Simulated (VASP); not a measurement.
The system is NbAs.

```
Nb As
1.0
     0.00000    2.92602    2.92602
     2.92602    0.00000    2.92602
     2.92602    2.92602    0.00000
Nb As
1 1
Cartesian
  0.0000 0.0000 0.0000
  1.4630 1.4630 1.4630
```

Base run:

| Property | Result |
| --- | --- |
| Program | VASP 6.6.1 |
| Functional | r2SCAN |
| Potentials or basis | VASP PAW PBE potentials, release 64 (Nb_sv, As) |
| Cutoff | 520 eV |
| k mesh | 12 × 12 × 12 |
| Occupations | gaussian, width 0.1 eV |
| Spin | collinear spin |
| Starting moments | [1.45, -0.1] μB |
| Fixed moment | 2 μB |

Its results: pressure 2.7 GPa; site moments Nb +1.57; As -0.10 μB.

Task: The run is repeated on the same cell with these changes: fixed moment from 2 μB to 1.5 μB; moments at the start from [1.45, -0.1] to [1.13, -0.07]. What comes out?

Result: Pressure 0.3 GPa; site moments Nb +1.22; As -0.07 μB.

Caveats: the PAW data sets were made with another functional, which shifts forces and pressure a little; the total moment is fixed, so each spin has its own Fermi level.
